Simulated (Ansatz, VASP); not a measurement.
**Pd: VASP beside Ansatz**

The input INCAR:

```
SYSTEM = Pd
ALGO     = Normal         ! electronic algorithm
EDIFF    = 1E-6           ! SCF threshold, eV
ENCUT    = 520            ! plane-wave cutoff, eV
ISIF     = 2              ! what is computed and relaxed
ISMEAR   = -1             ! smearing method
ISPIN    = 2              ! spin polarisation
LASPH    = .TRUE.         ! aspherical terms in the spheres
LCHARG   = .FALSE.        ! write CHGCAR
LMAXMIX  = 4              ! l up to which the mixer works
LORBIT   = 11             ! projections on sites
LREAL    = .FALSE.        ! projectors in reciprocal space
LWAVE    = .FALSE.        ! write WAVECAR
MAGMOM   = 0.5            ! initial moments
NBANDS   = 15             ! bands
NELM     = 150            ! most SCF steps
PREC     = Accurate       ! precision mode
SIGMA    = 0.03           ! smearing width, eV
```

File KPOINTS:

```
k-points
0
G
  14 14 14
  0 0 0
```

Contents of POSCAR:

```
Pd
1.0
    0.0000000000      1.9202771092      1.9202771092
    1.9202771092      0.0000000000      1.9202771092
    1.9202771092      1.9202771092      0.0000000000
Pd
1
Direct
    0.0000000000      0.0000000000      0.0000000000
```

Input for Ansatz:

```yaml
crystal:
  lattice:
    - [0.0, 1.9202771092, 1.9202771092]
    - [1.9202771092, 0.0, 1.9202771092]
    - [1.9202771092, 1.9202771092, 0.0]
  atoms:
    - { symbol: Pd, position: [0.0, 0.0, 0.0], spin: 0.5 }
hamiltonian:
  xc: lda
  pseudopotentials:
    kind: paw
    azcp:
      Pd: "pseudopotentials/Pd.paw.azcp"
basis:
  ecutwfc: 420
  fft_grid_basis: typed
kpoints:
  mp_grid: { grid: [14, 14, 14], shift: [0, 0, 0] }
magnetization:
  spin_polarized: true
scf:
  occupations: { method: fermi_dirac, width: 0.03 }
  lower_state_search: "off"
output:
  stress: true
  write_density: true
  write_potential: true
  elf: true
  volumetric_format: npy
```

Alike in both runs: task single point; functional LDA; k mesh 14 × 14 × 14; occupations fermi-dirac, width 0.03 eV; collinear spin.

```csv
,VASP,Ansatz
version,VASP 6.6.1,Ansatz 0.2.0
potentials or method,"VASP PAW LDA potentials, release 64 (Pd), cutoff 520 eV","plane waves (420 eV) with PAW, scalar-relativistic"
valence electrons in the cell,10,18
```

Ansatz gave:

| Property | Result |
| --- | --- |
| pressure (GPa) | 0.1 |
| net moment per atom (μB) | 0.28 |
| size of the moment on the site where the two differ most (μB) | 0.28 |

Estimate VASP's values.

pressure (GPa): 0.3; net moment per atom (μB): 0.24; size of the moment on the site where the two differ most (μB): 0.23.

Ansatz warns that its potentials were made for another functional, while VASP's fit it. LDA's correlation is that of Perdew and Zunger in VASP and of Perdew and Wang (1992) in Ansatz. Site moments also hang on the region over which each program counts them. VASP's potentials hold 10 valence electrons a cell and Ansatz's 18, so a difference there can come from the potentials and not from the codes.
